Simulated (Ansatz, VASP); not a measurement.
Ti in VASP and in Ansatz

```
Ti
1.0
     0.00000    2.03000    1.96910
     2.03000    0.00000    1.96910
     2.03000    2.03000    0.00000
Ti
1
Direct
  0.00000 0.00000 0.00000
```

Change from the starting cell: zz strain of -3 %, PAW files.

Alike in both runs: task electric field gradients; functional LDA; k mesh 15 × 15 × 15; occupations fermi-dirac, width 0.05 eV; no spin polarisation.

|  | VASP | Ansatz |
| --- | --- | --- |
| version | VASP 6.6.1 | Ansatz 0.2.0 |
| potentials or method | VASP PAW LDA potentials, release 64 (Ti_sv) | PAW with Ansatz's default frozen-core files, scalar-relativistic |
| plane-wave cutoff (eV) | 400 | 420 |
| valence electrons in the cell | 12 | 12 |

```csv
,VASP,Ansatz,Ansatz less VASP
pressure (GPa),-2.4,-1.5,+0.92
"traceless stress, the component that is largest in VASP (GPa)",0.83,0.82,-0.010
size of Vzz on the site where it differs most (V/Å²),1.6,1.7,+0.05
```

LDA's correlation is that of Perdew and Zunger in VASP and of Perdew and Wang (1992) in Ansatz.
